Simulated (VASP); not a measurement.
A run of VASP 6.6.1 is set up as follows.

The input INCAR:

```
ALGO = Normal ; EDIFF = 1E-6
ENCUT = 520 ; GGA = PE
ISIF = 2 ; ISMEAR = 0
LASPH = True ; LCHARG = False
LREAL = False ; LWAVE = False
NBANDS = 28 ; NELM = 60
PREC = Accurate ; SIGMA = 0.02
```

File KPOINTS:

```
k-points
0
Gamma
  8 8 8
```

The input POSCAR:

```
SrTiO3
1.0
    3.8560467923      0.0000000000      0.0000000000
    0.0000000000      3.8560467923      0.0000000000
    0.0000000000      0.0000000000      3.8560467923
Sr Ti O
1 1 3
Direct
    0.5000000000      0.5000000000      0.5000000000
    0.0000000000      0.0000000000      0.0000000000
    0.5000000000      0.0000000000      0.0000000000
    0.0000000000      0.5000000000      0.0000000000
    0.0000000000      0.0000000000      0.5000000000
```

Potentials or basis: VASP PAW PBE potentials, release 64 (Sr_sv, Ti_sv, O).

Run with:

```console
$ cat potpaw_PBE.64/Sr_sv/POTCAR potpaw_PBE.64/Ti_sv/POTCAR potpaw_PBE.64/O/POTCAR > POTCAR
$ mpirun -np 1 vasp_std > vasp.out
```

**Question.** Estimate the pressure.

**Answer.** 12.8 GPa.

**Question.** Estimate the band gap on the k mesh.

**Answer.** 1.93 eV, indirect (least direct gap 2.26 eV).

 A k mesh can miss the band edges.
